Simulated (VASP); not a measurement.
Write the native input for VASP 6.6.1 that does the following.

```
Task                   : single point
Functional             : PBEsol
Dispersion             : D3(BJ)
Potentials or basis    : VASP PAW PBE potentials, release 64 (Hg, Te)
Cutoff                 : 520 eV
k mesh                 : 4 × 4 × 4
Occupations            : fermi-dirac, width 0.05 eV
Spin                   : no spin polarisation
Dipole correction      : no
Further INCAR settings : ALGO = Normal; EDIFF = 1e-06; NBANDS = 26
```

The structure of HgTe lies in POSCAR:

```
HgTe
1.0
    2.9925180000     -3.4669290000      0.0000000000
    2.9925180000      3.4669290000      0.0000000000
    0.0000000000      0.0000000000      5.7981570000
Hg Te
2 2
Direct
    0.3430500000      0.6569500000      0.7500000000
    0.6569500000      0.3430500000      0.2500000000
    0.7848090000      0.2151910000      0.7500000000
    0.2151910000      0.7848090000      0.2500000000
```

These files were run (other wordings do the same):

INCAR

```
SYSTEM = HgTe
PREC     = Accurate       ! precision mode
ENCUT    = 520            ! plane-wave cutoff, eV
EDIFF    = 1E-6           ! SCF threshold, eV
ISMEAR   = -1             ! smearing method
SIGMA    = 0.05           ! smearing width, eV
LREAL    = .False.        ! projectors in reciprocal space
LASPH    = .True.         ! aspherical terms in the spheres
NELM     = 100            ! most SCF steps
ALGO     = Normal         ! electronic algorithm
ISIF     = 2              ! what is computed and relaxed
LWAVE    = .False.        ! write WAVECAR
LCHARG   = .True.         ! write CHGCAR
GGA      = PS             ! functional
IVDW     = 12             ! dispersion correction
LELF     = .True.         ! ELF
LVHAR    = .True.       
NBANDS   = 26             ! bands
```

KPOINTS

```
Automatic mesh
0
Gamma
  4 4 4
  0 0 0
```

Potentials or basis: VASP PAW PBE potentials, release 64 (Hg, Te).

The run is started by

```bash
$ cat potpaw_PBE.64/Hg/POTCAR potpaw_PBE.64/Te/POTCAR > POTCAR
$ mpirun -np 1 vasp_std > vasp.out
```

It gave:

```json
{
 "Pressure": "-5.2 GPa",
 "Largest force": "0.145 eV/Å",
 "Band gap on the k mesh": "zero (bands 18 and 19 overlap by 2.07 eV)",
 "Dispersion energy per atom": "-0.392 eV"
}
```

Caveat: three body term missing; the cell stands under tension; the PAW data sets were made with another functional, which shifts forces and pressure a little; spin-orbit coupling is left out, which moves the levels of the heavy elements.

Run time: 55 s on 1 thread of Intel(R) Xeon(R) Platinum 8375C CPU @ 2.90GHz (Ice Lake), with other jobs on the host, peak memory 0.27 GiB.
